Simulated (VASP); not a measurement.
# LiH (I-4m2) in VASP: notebook

Runs on LiH. Level: HSE06. Tasks: single point.

All numbers are computed with VASP 6.6.1; they aren't measurements. Logs are shortened: lines on timing, memory, paths and dates and some standing lists are left out, and cuts for length are marked.

## 1. The cell of the first run

Symmetry: I-4m2, No. 119, tetragonal system. Conventional cell: a = 2.857 Å, b = 2.857 Å, c = 4.523 Å, α = 90.00°, β = 90.00°, γ = 90.00°. Li (site symmetry -4m2) has 4 H at 1.82 Å within 2.4 Å. H (site symmetry -4m2) has 4 Li at 1.82 Å within 2.4 Å.

## 2. Single point, HSE06 (epitaxial xy strain -5.8%)

File POSCAR:

```
LiH
1.0
    0.0000000000      2.0202759106      2.2614527767
    2.0202759106      0.0000000000      2.2614527767
    2.0202759106      2.0202759106      0.0000000000
Li H
1 1
Direct
    0.0000000000      0.0000000000      0.0000000000
    0.2500000000      0.2500000000      0.2500000000
```

File INCAR.step1:

```
SYSTEM = LiH
PREC     = Accurate       ! precision mode
ENCUT    = 520            ! plane-wave cutoff, eV
EDIFF    = 1E-5           ! SCF threshold, eV
ISMEAR   = 0              ! smearing method
SIGMA    = 0.01           ! smearing width, eV
LREAL    = .False.        ! projectors in reciprocal space
LASPH    = .True.         ! aspherical terms in the spheres
NELM     = 80             ! most SCF steps
ALGO     = Normal         ! electronic algorithm
ISIF     = 2              ! what is computed and relaxed
LWAVE    = .True.         ! write WAVECAR
LCHARG   = .False.        ! write CHGCAR
NBANDS   = 9              ! bands
GGA      = PE             ! functional
```

File INCAR.step2:

```
SYSTEM = LiH
PREC     = Accurate       ! precision mode
ENCUT    = 520            ! plane-wave cutoff, eV
EDIFF    = 1E-6           ! SCF threshold, eV
ISMEAR   = 0              ! smearing method
SIGMA    = 0.01           ! smearing width, eV
LREAL    = .False.        ! projectors in reciprocal space
LASPH    = .True.         ! aspherical terms in the spheres
NELM     = 80             ! most SCF steps
ALGO     = Normal         ! electronic algorithm
ISIF     = 2              ! what is computed and relaxed
LWAVE    = .False.        ! write WAVECAR
LCHARG   = .False.        ! write CHGCAR
GGA      = PE             ! functional
LHFCALC  = .True.         ! exact exchange
HFSCREEN = 0.2079         ! screening, 1/A
PRECFOCK = Normal       
NBANDS   = 9              ! bands
ISTART   = 1
```

File KPOINTS:

```
regular mesh
0
Gamma
  8 8 8
  0 0 0
```

Potentials or basis: VASP PAW PBE potentials, release 64 (Li_sv, H).

The run is started by

```
$ cat potpaw_PBE.64/Li_sv/POTCAR potpaw_PBE.64/H/POTCAR > POTCAR
$ cp INCAR.step1 INCAR
$ mpirun -np 1 vasp_std > vasp.out
$ cp INCAR.step2 INCAR
$ mpirun -np 1 vasp_std > vasp.out
```

OUTCAR:

```text
SYSTEM = LiH
   PREC = Accurate
   ENCUT = 520
   EDIFF = 1E-6
   ISMEAR = 0
   LREAL = .False.
   LASPH = .True.
   NELM = 80
   ISIF = 2
   GGA = PE
   LHFCALC = .True.
   HFSCREEN = 0.2079
   PRECFOCK = Normal
   ISTART = 1

 ion  position               nearest neighbor table
   1  0.000  0.000  0.000-
   2  0.250  0.250  0.250-

  LATTYP: Found a body centered tetragonal cell.
 ALAT       =     2.8571015925
 C/A-ratio  =     1.5830398069

  Lattice vectors:

 A1 = (  -2.0202759106,   0.0000000000,   2.2614527767)
 A2 = (   2.0202759106,   0.0000000000,   2.2614527767)
 A3 = (   0.0000000000,   2.0202759106,  -2.2614527767)

Analysis of symmetry for initial positions (statically):
=====================================================================
 Subroutine PRICEL returns:
 Original cell was already a primitive cell.

 Routine SETGRP: Setting up the symmetry group for a
 body centered tetragonal supercell.

 Subroutine GETGRP returns: Found  8 space group operations
 (whereof  8 operations were pure point group operations)
 out of a pool of 16 trial point group operations.

The static configuration has the point symmetry D_2d.

Analysis of symmetry for dynamics (positions and initial velocities):
=====================================================================
 Subroutine PRICEL returns:
 Original cell was already a primitive cell.

 Routine SETGRP: Setting up the symmetry group for a
 body centered tetragonal supercell.

 Subroutine GETGRP returns: Found  8 space group operations
 (whereof  8 operations were pure point group operations)
 out of a pool of 16 trial point group operations.

The dynamic configuration has the point symmetry D_2d.

 Subroutine INISYM returns: Found  8 space group operations
 (whereof  8 operations are pure point group operations),
 and found     1 'primitive' translations

----------------------------------------------------------------------------------------

                                     Primitive cell

  volume of cell :      18.4603

  direct lattice vectors                    reciprocal lattice vectors
     0.000000000  2.020275911  2.261452777    -0.247490948  0.247490948  0.221096812
     2.020275911  0.000000000  2.261452777     0.247490948 -0.247490948  0.221096812
     2.020275911  2.020275911  0.000000000     0.247490948  0.247490948 -0.221096812

  length of vectors
     3.032438526  3.032438526  2.857101593     0.413989540  0.413989540  0.413989540
[... 88 lines left out ...]
   ISYM   =      3    0-nonsym 1-usesym 2-fastsym
   POTIM  = 0.5000    time-step for ionic-motion
   TEBEG  =    0.0;   TEEND  =   0.0 temperature during run
   PSTRESS=    0.0 pullay stress
   NELECT =       4.0000    total number of electrons
   NUPDOWN=      -1.0000    fix difference up-down
   EMIN   =  10.00;   EMAX   =-10.00  energy-range for DOS
   EFERMI =   0.00;   METHOD = LEGACY
   ISMEAR =     0;   SIGMA  =   0.01  broadening in eV -4-tet -1-fermi 0-gaus
   EFERMI_NEDOS =   21; number of points for ismear=-14 and -15
   IALGO  =     38    algorithm
   IMIX   =      1    mixing-type and parameters
     AMIX     =   0.40;   BMIX     =  1.00
     AMIX_MAG =   1.60;   BMIX_MAG =  1.00
  volume/ion in A,a.u.               =       9.23        62.29
  Fermi-wavevector in a.u.,A,eV,Ry     =   0.983291  1.858150 13.154933  0.966860
  Thomas-Fermi vector in A             =   2.114437
   LORBIT       =      0    0 simple, 1 ext, 2 COOP (PROOUT), +10 PAW based schemes
   GGA     = PE    functional components
   LHFCALC =     T    Hartree Fock is set to
   PRECFOCK=normal    Normal, Fast or Accurate (Low or Medium for compatibility)
   ENCUT4O =  -1.0   cutoff for four orbital integrals eV
   NKREDX  =     1    reduce k-point grid by
   NKREDY  =     1    reduce k-point grid by
   NKREDZ  =     1    reduce k-point grid by
   AEXX    =    0.2500 exact exchange contribution
   HFSCREEN=    0.2079 screening length (either q_TF or 0.3 A-1)
   HFSCREENC=   0.2079 screening length for correlation (either q_TF or 0.3 A-1)
   ENCUTFOCK=  -1.0 apply spherical cutoff to Coloumb kernel
   IVDW    =     0    specifies the selected vdW correction
   LEPSILON=     F    determine dielectric tensor
   LRPA    =     F    only Hartree local field effects (RPA)
 non-spin polarized calculation
 Gauss-broadening in eV      SIGMA  =   0.01
  energy-cutoff  :      520.00
  volume of cell :       18.46
 maximum number of plane-waves:       517
  NGX = 18; NGY = 18; NGZ = 16

 number of electron       4.0000001 magnetization

 Free energy of the ion-electron system (eV)
  ---------------------------------------------------
  ext. energy  EPLUGINS =         0.00000000
  ---------------------------------------------------
  free energy    TOTEN  =        -6.66668154 eV

  energy without entropy =       -6.66668154  energy(sigma->0) =       -6.66668154

 E-fermi :  -1.8773     XC(G=0):  -6.6468

 val. band max:       -1.9317434772   @ k =  -0.2500   0.2500   0.5000
 cond. band min:       3.1471587838   @ k =   0.5000   0.0000   0.0000
 fundamental gap:      5.0789022610
 Fermi energy:        -1.8772768834

 k-point     1 :       0.0000    0.0000    0.0000
  band No.  band energies     occupation
      1     -48.3617      2.00000
      2      -6.5690      2.00000
      3      13.1445      0.00000
      4      17.1071      0.00000
      5      17.4489      0.00000
      6      17.4489      0.00000
      7      20.0396      0.00000
      8      20.1483      0.00000
      9      20.1483      0.00000
[... 265 lines left out ...]
 k-point    24 :       0.3750    0.0000    0.1250
  band No.  band energies     occupation
      1     -48.3324      2.00000
      2      -4.2961      2.00000
      3       5.5233      0.00000
      4      12.5893      0.00000
      5      14.4604      0.00000
      6      15.9984      0.00000
      7      19.5169      0.00000
      8      21.5604      0.00000
      9      24.6209      0.00000

 [... further k-points ...]
[... 5 lines left out ...]
  --------------------------------------------------------------------------------------
  -------------------------------------------------------------------------------------
  Total        0.2705017      0.2705017     -0.0611720      0.0000000      0.0000000      0.0000000
  in kB       23.4769487     23.4769487     -5.3091384      0.0000000      0.0000000      0.0000000
  external PRESSURE =      13.8815863 kB  Pullay stress =       0.0000000 kB

 VOLUME and BASIS-vectors are now :
 -----------------------------------------------------------------------------
  energy-cutoff  :      520.00
  volume of cell :       18.46
      direct lattice vectors                 reciprocal lattice vectors
     0.000000000  2.020275911  2.261452777    -0.247490948  0.247490948  0.221096812
     2.020275911  0.000000000  2.261452777     0.247490948 -0.247490948  0.221096812
     2.020275911  2.020275911  0.000000000     0.247490948  0.247490948 -0.221096812

 POSITION                                       TOTAL-FORCE (eV/Angst)
 -----------------------------------------------------------------------------------
      0.00000      0.00000      0.00000        -0.000000     -0.000000      0.000000
      1.01014      1.01014      1.13073         0.000000      0.000000      0.000000
 -----------------------------------------------------------------------------------
    total drift:                               -0.000000     -0.000000      0.000000

  FREE ENERGIE OF THE ION-ELECTRON SYSTEM (eV)
  ---------------------------------------------------
  free  energy   TOTEN  =        -6.6666815443 eV

  energy  without entropy=       -6.6666815443  energy(sigma->0) =       -6.66668154
```

OUTCAR.step1:

```text
SYSTEM = LiH
   PREC = Accurate
   ENCUT = 520
   EDIFF = 1E-5
   ISMEAR = 0
   LREAL = .False.
   LASPH = .True.
[... 510 lines left out ...]
      0.00000      0.00000      0.00000        -0.000000     -0.000000      0.000000
      1.01014      1.01014      1.13073         0.000000      0.000000      0.000000
 -----------------------------------------------------------------------------------
    total drift:                               -0.000001     -0.000001     -0.000000

  FREE ENERGIE OF THE ION-ELECTRON SYSTEM (eV)
  ---------------------------------------------------
  free  energy   TOTEN  =        -6.0131080063 eV

  energy  without entropy=       -6.0131080063  energy(sigma->0) =       -6.01310801
```

It took 6.7 min on 1 thread of Intel Xeon Platinum 8375C at 2.90GHz (Ice Lake), shared host; peak memory 0.25 GiB.

Results:

```yaml
Free_energy: -6.6667 eV
Band_gap_on_the_k_mesh: 5.08 eV (least direct gap 6.49 eV)
```

Levels at points of the mesh, in eV from the valence-band top:
| k point | band 1 | band 2 | band 3 | band 4 | band 5 | band 6 |
| --- | --- | --- | --- | --- | --- | --- |
| (0.00, 0.00, 0.00) | -46.43 | -4.64 | 15.08 | 19.04 | 19.38 | 19.38 |
| (0.50, 0.00, 0.00) | -46.40 | -1.51 | 5.08 | 15.27 | 18.07 | 18.30 |
| (0.50, 0.50, 0.00) | -46.39 | -1.48 | 7.35 | 12.28 | 13.43 | 13.43 |
| (0.50, 0.00, 0.50) | -46.38 | -0.26 | 8.75 | 11.02 | 11.56 | 11.90 |

Caveat: the cell differs from its parent crystal (epitaxial xy strain -5.8%); the cutoff is under 1.25 times the usual one of these potentials, so pressure, stress and relaxed cells hold a basis-set (Pulay) error; the PAW data sets were made with another functional, which shifts forces and pressure a little.

## 3. Single point, HSE06 (uniaxial x strain -4.9%)

File POSCAR:

```
LiH
1.0
    0.0000000000      2.1451220117      2.1451220117
    2.0406545697      0.0000000000      2.1451220117
    2.0406545697      2.1451220117      0.0000000000
Li H
1 1
Direct
    0.0000000000      0.0000000000      0.0000000000
    0.2500000000      0.2500000000      0.2500000000
```

File INCAR.step1:

```
SYSTEM = LiH
PREC = Accurate
ENCUT = 520
EDIFF = 1E-5
ISMEAR = 0
SIGMA = 0.01
LREAL = .FALSE.
LASPH = .TRUE.
NELM = 80
ALGO = Normal
ISIF = 2
LWAVE = .TRUE.
LCHARG = .FALSE.
GGA = PE
NBANDS = 9
```

File INCAR.step2:

```
SYSTEM = LiH
PREC = Accurate
ENCUT = 520
EDIFF = 1E-7
ISMEAR = 0
SIGMA = 0.01
LREAL = .FALSE.
LASPH = .TRUE.
NELM = 80
ALGO = Normal
ISIF = 2
LWAVE = .FALSE.
LCHARG = .FALSE.
GGA = PE
LHFCALC = .TRUE.
HFSCREEN = 0.2079
PRECFOCK = Normal
ISTART = 1
NBANDS = 9
```

File KPOINTS:

```
regular mesh
0
G
  8 8 8
  0 0 0
```

Potentials or basis: VASP PAW PBE potentials, release 64 (Li_sv, H).

The run is started by

```
$ cat potpaw_PBE.64/Li_sv/POTCAR potpaw_PBE.64/H/POTCAR > POTCAR
$ cp INCAR.step1 INCAR
$ mpirun -np 1 vasp_std > vasp.out
$ cp INCAR.step2 INCAR
$ mpirun -np 1 vasp_std > vasp.out
```

Wall time 16 min (1 thread of Intel Xeon Platinum 8375C at 2.90GHz (Ice Lake), shared host); peak memory 0.25 GiB.

It converged, with:

```
Free energy            : -6.6790 eV
Band gap on the k mesh : 5.27 eV (least direct gap 6.55 eV)
```

Levels at points of the mesh, in eV from the valence-band top:
```tsv
k point	band 1	band 2	band 3	band 4	band 5	band 6	band 7
(0.00, 0.00, 0.00)	-46.21	-4.35	15.11	19.33	19.33	19.34	21.95
(0.50, 0.00, 0.00)	-46.18	-1.28	5.27	16.54	17.11	18.45	20.39
(0.50, 0.50, 0.00)	-46.17	-0.63	8.23	11.67	12.56	12.69	20.75
(0.00, 0.50, 0.50)	-46.17	-0.10	8.87	11.13	11.84	11.84	20.17
```

Caveat: the cell differs from its parent crystal (uniaxial x strain -4.9%); the cutoff is under 1.25 times the usual one of these potentials, so pressure, stress and relaxed cells hold a basis-set (Pulay) error; the PAW data sets were made with another functional, which shifts forces and pressure a little. A k mesh can miss the band edges.
